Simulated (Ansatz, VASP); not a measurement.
Hf in VASP and in Ansatz

```
Hf
1.0
    -1.83207    1.83207    1.77792
     1.83207   -1.83207    1.77792
     1.83207    1.83207   -1.77792
Hf
1
Direct
  0.00000 0.00000 0.00000
```

Change from the starting cell: strain +0.015 along x and y, -0.015 along z, atoms carried along.

Alike in both runs: task single point; functional PBEsol; k mesh 18 × 18 × 18; occupations gaussian, width 0.15 eV; no spin polarisation.

|  | VASP | Ansatz |
| --- | --- | --- |
| version | VASP 6.6.1 | Ansatz 0.2.0 |
| potentials or method | VASP PAW PBE potentials, release 64 (Hf_pv), cutoff 520 eV | scalar-relativistic, plane waves, PAW |
| valence electrons in the cell | 10 | 26 |

```tsv
	VASP	Ansatz	Ansatz less VASP
gap on the k mesh at the Fermi level (eV)	none	none	-
pressure (GPa)	-10.3	-10.0	+0.32
traceless stress, the component that is largest in VASP (GPa)	-1.06	-1.03	+0.030
```

VASP's potentials were made for PBE, not for PBEsol. A gap of «none» marks a metal or a gap that the smearing closes. VASP's potentials hold 10 valence electrons a cell and Ansatz's 26, so a difference there can come from the potentials and not from the codes.

Spin-orbit coupling is off throughout.
